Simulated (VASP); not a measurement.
Input of a VASP 6.6.1 run:

The input INCAR:

```
PREC     = Accurate       # precision mode
ENCUT    = 600            # plane-wave cutoff, eV
EDIFF    = 1E-6           # SCF threshold, eV
ISMEAR   = 0              # smearing method
SIGMA    = 0.1            # smearing width, eV
LREAL    = F              # projectors in reciprocal space
LASPH    = T              # aspherical terms in the spheres
NELM     = 150            # most SCF steps
ALGO     = Normal         # electronic algorithm
ISIF     = 3              # what is computed and relaxed
LWAVE    = F              # write WAVECAR
LCHARG   = F              # write CHGCAR
ISPIN    = 2              # spin polarisation
MAGMOM   = 0 4 0 0 0 0    # initial moments
LORBIT   = 11             # projections on sites
LMAXMIX  = 4              # l up to which the mixer works
GGA      = PE             # functional
IBRION   = 2              # ionic algorithm
NSW      = 90             # ionic steps
EDIFFG   = -0.04          # ionic threshold
```

The input KPOINTS:

```
regular mesh
0
Gamma
  6 6 4
```

The input POSCAR:

```
SrFeO4
1.0
    4.7532876000      0.0000000000      0.0000000000
   -2.3766438000      4.1164678200      0.0000000000
    0.0000000000      0.0000000000      3.8979764000
Sr Fe O
1 1 4
Direct
    0.0000000000      0.0000000000      0.0000000000
    0.3333333300      0.6666666700      0.0000000000
    0.6666666700      0.3333333300      0.0000000000
    0.4989508400      0.9979016800      0.5000000000
    0.0020983200      0.5010491600      0.5000000000
    0.4989508400      0.5010491600      0.5000000000
```

Potentials or basis: VASP PAW PBE potentials, release 64 (Sr_sv, Fe, O).

Run with:

```sh
$ cat potpaw_PBE.64/Sr_sv/POTCAR potpaw_PBE.64/Fe/POTCAR potpaw_PBE.64/O/POTCAR > POTCAR
$ mpirun -np 1 vasp_std > vasp.out
```

Problem. Predict the site moments.

Solution. Sr +0.02; Fe +2.60; O -1.11, -0.04 μB.

Problem. Estimate the space group after relaxing (to 0.05 Å).

Solution. P-6m2 (No. 187).

Problem. Estimate the relaxed cell.

Solution. a = 5.312 Å, b = 5.312 Å, c = 2.882 Å, α = 90.00°, β = 90.00°, γ = 120.00°.

Problem. Estimate the net moment.

Solution. 1.33 μB per cell.

Forces on the atoms (eV/Å):
```
Sr   0.000  0.000  0.000
Fe   0.000  0.000  0.000
O    0.000  0.000  0.000
O    0.000  0.029  0.000
O   -0.025 -0.014  0.000
O    0.025 -0.014  0.000
```

Caveat: the k points lie up to 0.55 Å⁻¹ apart in the final cell; a cell with one magnetic atom can't hold antiferromagnetic order, which such compounds often take.
